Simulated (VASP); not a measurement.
# Zn4H9Se4 in VASP: single point with PBE

Aim: the single point of Zn4H9Se4 with PBE.

Program: VASP 6.6.1. These are calculated values, not measurements. Logs are shortened: lines on timing, memory, paths and dates and some standing lists are left out, and cuts for length are marked.

## (1) The cell of the first run

The cell holds a wire or tube with vacuum around it, 34 atoms: a = 17.900 Å, b = 18.200 Å, c = 5.732 Å, α = 90.00°, β = 90.00°, γ = 90.00°.

## (2) Single point, PBE

File INCAR:

```
PREC = Accurate
ENCUT = 520
EDIFF = 1E-7
ISMEAR = 0
SIGMA = 0.05
LREAL = Auto
LASPH = T
NELM = 100
ALGO = Normal
ISIF = 2
LWAVE = F
LCHARG = F
GGA = PE
NBANDS = 104
```

File KPOINTS:

```
Automatic mesh
0
Gamma
  1 1 6
```

File POSCAR:

```
Zn4H9Se4
1.0
   17.9000000000      0.0000000000      0.0000000000
    0.0000000000     18.2000000000      0.0000000000
    0.0000000000      0.0000000000      5.7318402879
Zn Se H
8 8 18
Direct
    0.5387366495      0.5380981333      0.0000000000
    0.5387366495      0.3806299935      0.5000000000
    0.5387366495      0.6955662730      0.5000000000
    0.3786293788      0.5380981333      0.5000000000
    0.6988439201      0.5380981333      0.5000000000
    0.3786293788      0.3806299935      0.0000000000
    0.3786293788      0.6955662730      0.0000000000
    0.6988439201      0.3806299935      0.0000000000
    0.2985757435      0.6168322031      0.7500000000
    0.6187902848      0.3018959236      0.7500000000
    0.6187902848      0.6168322031      0.7500000000
    0.2985757435      0.4593640634      0.2500000000
    0.6187902848      0.4593640634      0.2500000000
    0.4586830141      0.3018959236      0.2500000000
    0.4586830141      0.6168322031      0.2500000000
    0.4586830141      0.4593640634      0.7500000000
    0.2511620622      0.5702000660      0.8980684829
    0.2511620622      0.6634643403      0.6019315171
    0.5713766034      0.2552637865      0.8980684829
    0.6662039661      0.2552637865      0.6019315171
    0.6662039661      0.6634643403      0.8980684829
    0.5887306672      0.7447362135      0.3438733684
    0.4887426317      0.7447362135      0.6561266316
    0.2511620622      0.5059962005      0.1019315171
    0.2511620622      0.4127319262      0.3980684829
    0.7488379378      0.5872680738      0.3438733684
    0.7488379378      0.4889281927      0.6561266316
    0.5060966955      0.2552637865      0.1019315171
    0.4112693328      0.2552637865      0.3980684829
    0.3286353611      0.3314600530      0.8438733684
    0.3286353611      0.7447362135      0.1561266316
    0.4286233966      0.7447362135      0.8438733684
    0.7488379378      0.3314600530      0.1561266316
    0.7488379378      0.4297999340      0.8438733684
```

Potentials or basis: VASP PAW PBE potentials, release 64 (Zn, Se, H).

Run with:

```sh
$ cat potpaw_PBE.64/Zn/POTCAR potpaw_PBE.64/Se/POTCAR potpaw_PBE.64/H/POTCAR > POTCAR
$ mpirun -np 1 vasp_std > vasp.out
```

OUTCAR:

```text
PREC = Accurate
   ENCUT = 520
   EDIFF = 1E-7
   ISMEAR = 0
   LREAL = Auto
   LASPH = T
   NELM = 100
   ISIF = 2
   GGA = PE

 ion  position               nearest neighbor table
   1  0.539  0.538  0.000-  11 2.48  15 2.48  13 2.48  16 2.48
   2  0.539  0.381  0.500-  10 2.48  13 2.48  14 2.48  16 2.48
   3  0.539  0.696  0.500-  22 1.55  23 1.55  11 2.48  15 2.48
   4  0.379  0.538  0.500-   9 2.48  15 2.48  12 2.48  16 2.48
   5  0.699  0.538  0.500-  26 1.55  27 1.55  11 2.48  13 2.48
   6  0.379  0.381  0.000-  30 1.55  12 2.48  16 2.48  14 2.48
[... 8 lines left out ...]
  15  0.459  0.617  0.250-   4 2.48   1 2.48   7 2.48   3 2.48
  16  0.459  0.459  0.750-   4 2.48   6 2.48   1 2.48   2 2.48
  17  0.251  0.570  0.898-   9 1.47
  18  0.251  0.663  0.602-   9 1.47
  19  0.571  0.255  0.898-  10 1.47
  20  0.666  0.255  0.602-  10 1.47
  21  0.666  0.663  0.898-  11 1.47
  22  0.589  0.745  0.344-   3 1.55
[... 10 lines left out ...]
  33  0.749  0.331  0.156-   8 1.55
  34  0.749  0.430  0.844-   8 1.55

  LATTYP: Found a simple orthorhombic cell.
 ALAT       =     5.7318402879
 B/A-ratio  =     3.1229062746
 C/A-ratio  =     3.1752454859

  Lattice vectors:

 A1 = (   0.0000000000,   0.0000000000,   5.7318402879)
 A2 = (  17.9000000000,   0.0000000000,   0.0000000000)
 A3 = (   0.0000000000,  18.2000000000,   0.0000000000)

Analysis of symmetry for initial positions (statically):
=====================================================================
 Subroutine PRICEL returns:
 Original cell was already a primitive cell.

 Routine SETGRP: Setting up the symmetry group for a
 simple orthorhombic supercell.

 Subroutine GETGRP returns: Found  1 space group operations
 (whereof  1 operations were pure point group operations)
 out of a pool of  8 trial point group operations.

The static configuration has the point symmetry C_1 .

Analysis of symmetry for dynamics (positions and initial velocities):
=====================================================================
 Subroutine PRICEL returns:
 Original cell was already a primitive cell.

 Routine SETGRP: Setting up the symmetry group for a
 simple orthorhombic supercell.

 Subroutine GETGRP returns: Found  1 space group operations
 (whereof  1 operations were pure point group operations)
 out of a pool of  8 trial point group operations.

The dynamic configuration has the point symmetry C_1 .

 Subroutine INISYM returns: Found  1 space group operations
 (whereof  1 operations are pure point group operations),
 and found     1 'primitive' translations

----------------------------------------------------------------------------------------

                                     Primitive cell

  volume of cell :    1867.3189

  direct lattice vectors                    reciprocal lattice vectors
    17.900000000  0.000000000  0.000000000     0.055865922  0.000000000  0.000000000
     0.000000000 18.200000000  0.000000000     0.000000000  0.054945055  0.000000000
     0.000000000  0.000000000  5.731840288     0.000000000  0.000000000  0.174464038

  length of vectors
    17.900000000 18.200000000  5.731840288     0.055865922  0.054945055  0.174464038

  position of ions in fractional coordinates (direct lattice)
     0.538736650  0.538098133  0.000000000
     0.538736650  0.380629994  0.500000000
     0.538736650  0.695566273  0.500000000
     0.378629379  0.538098133  0.500000000
     0.698843920  0.538098133  0.500000000
     0.378629379  0.380629994  0.000000000
[... 26 lines left out ...]
     0.748837938  0.331460053  0.156126632
     0.748837938  0.429799934  0.843873368

  ion indices of the primitive-cell ions
   primitive index   ion index
                 1           1
                 2           2
                 3           3
                 4           4
                 5           5
                 6           6
[... 26 lines left out ...]
                33          33
                34          34

----------------------------------------------------------------------------------------

 KPOINTS: Automatic mesh

Automatic generation of k-mesh.
 Grid dimensions read from file:
 generate k-points for:    1    1    6

 Generating k-lattice:

  Cartesian coordinates                     Fractional coordinates (reciprocal lattice)
     0.055865922  0.000000000  0.000000000     1.000000000  0.000000000  0.000000000
     0.000000000  0.054945055  0.000000000     0.000000000  1.000000000  0.000000000
     0.000000000  0.000000000  0.029077340     0.000000000  0.000000000  0.166666667

  Length of vectors
     0.055865922  0.054945055  0.029077340

  Shift w.r.t. Gamma in fractional coordinates (k-lattice)
     0.000000000  0.000000000  0.000000000

 Subroutine IBZKPT returns following result:
 ===========================================

 Found      4 irreducible k-points:

 Following reciprocal coordinates:
            Coordinates               Weight
  0.000000  0.000000  0.000000      1.000000
  0.000000  0.000000  0.166667      2.000000
  0.000000  0.000000  0.333333      2.000000
  0.000000  0.000000  0.500000      1.000000
   k-points           NKPTS =      4   k-points in BZ     NKDIM =      4   number of bands    NBANDS=    104
   number of dos      NEDOS =    301   number of ions     NIONS =     34
   total plane-waves  NPLWV = 940800
   dimension x,y,z NGX =   140 NGY =  140 NGZ =   48
   dimension x,y,z NGXF=   280 NGYF=  280 NGZF=   96
   ions per type =               8   8  18
   NGX,Y,Z   is equivalent  to a cutoff of  13.00, 12.79, 13.92 a.u.
   NGXF,Y,Z  is equivalent  to a cutoff of  26.00, 25.58, 27.84 a.u.
 SYSTEM =  unknown system
   PREC   = accura    normal or accurate (medium, high low for compatibility)
   ISTART =      0    job   : 0-new  1-cont  2-samecut
   ICHARG =      2    charge: 1-file 2-atom 10-const
   ISPIN  =      1    spin polarized calculation?
   LNONCOLLINEAR =      F non collinear calculations
   LSORBIT =      F    spin-orbit coupling
   LASPH  =      T    aspherical Exc in radial PAW
   ENCUT  =  520.0 eV  38.22 Ry    6.18 a.u.  33.28 33.84 10.66*2*pi/ulx,y,z
   NELM   =    100;   NELMIN=  2; NELMDL= -5     # of ELM steps
   EDIFF  = 0.1E-06   stopping-criterion for ELM
   LREAL  =      T    real-space projection
   EDIFFG = 0.1E-05   stopping-criterion for IOM
   NSW    =      0    number of steps for IOM
   IBRION =     -1    ionic relax: 0-MD 1-quasi-New 2-CG
   NFREE  =      0    steps in history (QN), initial steepest desc. (CG)
   ISIF   =      2    stress and relaxation
   ISYM   =      2    0-nonsym 1-usesym 2-fastsym
   POTIM  = 0.5000    time-step for ionic-motion
   TEBEG  =    0.0;   TEEND  =   0.0 temperature during run
   PSTRESS=    0.0 pullay stress
   NELECT =     162.0000    total number of electrons
   NUPDOWN=      -1.0000    fix difference up-down
   EMIN   =  10.00;   EMAX   =-10.00  energy-range for DOS
   EFERMI =   0.00;   METHOD = LEGACY
   ISMEAR =     0;   SIGMA  =   0.05  broadening in eV -4-tet -1-fermi 0-gaus
   EFERMI_NEDOS =   21; number of points for ismear=-14 and -15
   IALGO  =     38    algorithm
   IMIX   =      4    mixing-type and parameters
     AMIX     =   0.40;   BMIX     =  1.00
     AMIX_MAG =   1.60;   BMIX_MAG =  1.00
  volume/ion in A,a.u.               =      54.92       370.63
  Fermi-wavevector in a.u.,A,eV,Ry     =   0.724726  1.369533  7.146152  0.525227
  Thomas-Fermi vector in A             =   1.815268
   LORBIT       =      0    0 simple, 1 ext, 2 COOP (PROOUT), +10 PAW based schemes
   GGA     = PE    functional components
   LHFCALC =     F    Hartree Fock is set to
   AEXX    =    0.0000 exact exchange contribution
   IVDW    =     0    specifies the selected vdW correction
   LEPSILON=     F    determine dielectric tensor
   LRPA    =     F    only Hartree local field effects (RPA)
 non-spin polarized calculation
 Gauss-broadening in eV      SIGMA  =   0.05
  energy-cutoff  :      520.00
  volume of cell :     1867.32
 maximum number of plane-waves:     50333
 NGX is ok and might be reduce to   140
   NGX = 67   NGY = 67   NGZ = 21

 number of electron     161.9999984 magnetization

 Free energy of the ion-electron system (eV)
  ---------------------------------------------------
  ext. energy  EPLUGINS =         0.00000000
  ---------------------------------------------------
  free energy    TOTEN  =       -89.24737180 eV

  energy without entropy =      -89.20722576  energy(sigma->0) =      -89.22729878

 E-fermi :  -2.3492     XC(G=0):  -3.0425

 val. band max:       -2.3674430902   @ k =   0.0000   0.0000   0.5000
 cond. band min:      -2.3405986053   @ k =   0.0000   0.0000   0.1667
 fundamental gap:      0.0268444850
 Fermi energy:        -2.3491993858

 k-point     1 :       0.0000    0.0000    0.0000
  band No.  band energies     occupation
      1     -19.3405      2.00000
      2     -19.2658      2.00000
      3     -18.9124      2.00000
      4     -18.9001      2.00000
      5     -16.9011      2.00000
      6     -16.6719      2.00000
[... 85 lines left out ...]
     92      -0.2491      0.00000
     93      -0.2024      0.00000

 k-point     2 :       0.0000    0.0000    0.1667
  band No.  band energies     occupation
      1     -19.3285      2.00000
      2     -19.2537      2.00000
      3     -18.9211      2.00000
      4     -18.9105      2.00000
      5     -16.8877      2.00000
      6     -16.6688      2.00000
[... 85 lines left out ...]
     92      -0.1881      0.00000
     93      -0.0456      0.00000

 k-point     3 :       0.0000    0.0000    0.3333
  band No.  band energies     occupation
      1     -19.3026      2.00000
      2     -19.2267      2.00000
      3     -18.9403      2.00000
      4     -18.9340      2.00000
      5     -16.8601      2.00000
      6     -16.6614      2.00000
[... 85 lines left out ...]
     92       0.0774      0.00000
     93       0.3695      0.00000

 k-point     4 :       0.0000    0.0000    0.5000
  band No.  band energies     occupation
      1     -19.2884      2.00000
      2     -19.2113      2.00000
      3     -18.9512      2.00000
      4     -18.9476      2.00000
      5     -16.8458      2.00000
      6     -16.6568      2.00000
[... 85 lines left out ...]
     92       0.3300      0.00000
     93       0.6478      0.00000
 [bands above 93 left out]

------------------------ aborting loop because EDIFF is reached ----------------------------------------

  FORCE on cell =-STRESS in cart. coord.  units (eV):
  Direction    XX          YY          ZZ          XY          YZ          ZX
  --------------------------------------------------------------------------------------
  -------------------------------------------------------------------------------------
  Total       13.4712827     13.4865417     12.8948579     -1.5064025     -0.9718486     -0.9778314
  in kB       11.5584882     11.5715806     11.0639102     -1.2925076     -0.8338553     -0.8389886
  external PRESSURE =      11.3979930 kB  Pullay stress =       0.0000000 kB

 VOLUME and BASIS-vectors are now :
 -----------------------------------------------------------------------------
  energy-cutoff  :      520.00
  volume of cell :     1867.32
      direct lattice vectors                 reciprocal lattice vectors
    17.900000000  0.000000000  0.000000000     0.055865922  0.000000000  0.000000000
     0.000000000 18.200000000  0.000000000     0.000000000  0.054945055  0.000000000
     0.000000000  0.000000000  5.731840288     0.000000000  0.000000000  0.174464038

 POSITION                                       TOTAL-FORCE (eV/Angst)
 -----------------------------------------------------------------------------------
      9.64339      9.79339      0.00000         0.259495      0.259063      0.476446
      9.64339      6.92747      2.86592         0.325063      0.893765     -0.336419
      9.64339     12.65931      2.86592         0.451708      0.518650     -0.408665
      6.77747      9.79339      2.86592         0.894844      0.326137     -0.336253
     12.50931      9.79339      2.86592         0.519547      0.451225     -0.408350
      6.77747      6.92747      0.00000        -0.210204     -0.211699     -0.873156
[... 26 lines left out ...]
     13.40420      6.03257      0.89489         0.000215     -0.554491      0.361447
     13.40420      7.82236      4.83695         0.014917      0.589123     -0.924884
 -----------------------------------------------------------------------------------
    total drift:                                0.009787      0.024392     -0.004399

  FREE ENERGIE OF THE ION-ELECTRON SYSTEM (eV)
  ---------------------------------------------------
  free  energy   TOTEN  =       -89.2473717951 eV

  energy  without entropy=      -89.2072257636  energy(sigma->0) =      -89.22729878
```

It took 85 min on 1 thread of Oxide Virtual Turin-like, shared host; peak memory 2.1 GiB.

What came out:

```
Free energy            : -89.2474 eV
Largest force          : 2.749 eV/Å
Band gap on the k mesh : zero (bands 81 and 82 overlap by 0.03 eV)
```

Forces in eV/Å, atoms in the order of the input:
```
Zn   0.259  0.259  0.476
Zn   0.325  0.894 -0.336
Zn   0.452  0.519 -0.409
Zn   0.895  0.326 -0.336
Zn   0.520  0.451 -0.408
Zn  -0.210 -0.212 -0.873
Zn   0.021  0.736  0.849
Zn   0.736  0.021  0.848
Se   1.682  0.807 -0.768
Se   0.801  1.685 -0.768
Se  -0.627 -0.634  0.012
Se   1.788 -0.936  1.106
Se  -0.789 -0.501  0.100
Se  -0.943  1.792  1.112
Se  -0.502 -0.787  0.101
Se  -0.085 -0.085  0.331
H   -1.534 -1.303  1.116
H   -0.462  0.253 -0.282
H   -1.306 -1.537  1.120
H    0.255 -0.462 -0.284
H    0.057  0.056  0.191
H    0.310  0.092 -0.382
H   -0.697  0.276  0.726
H   -1.718  1.524 -1.499
H   -0.536 -0.419  0.323
H    0.093  0.311 -0.384
H    0.277 -0.695  0.724
H    1.529 -1.721 -1.503
H   -0.420 -0.536  0.325
H   -0.224 -0.225 -0.097
H   -0.552 -0.001  0.360
H    0.592  0.015 -0.927
H    0.000 -0.554  0.361
H    0.015  0.589 -0.925
```

Levels at points of the mesh, in eV from the Fermi level:
```
           k point  band 79  band 80  band 81  band 82  band 83  band 84
(0.00, 0.00, 0.00)    -1.56    -0.28    -0.02     0.03     0.37     0.84
(0.00, 0.00, 0.50)    -1.66    -0.28    -0.07    -0.02     0.58     0.59
```

The gap in the log of VASP goes by the Fermi energy; the results here count the filled bands.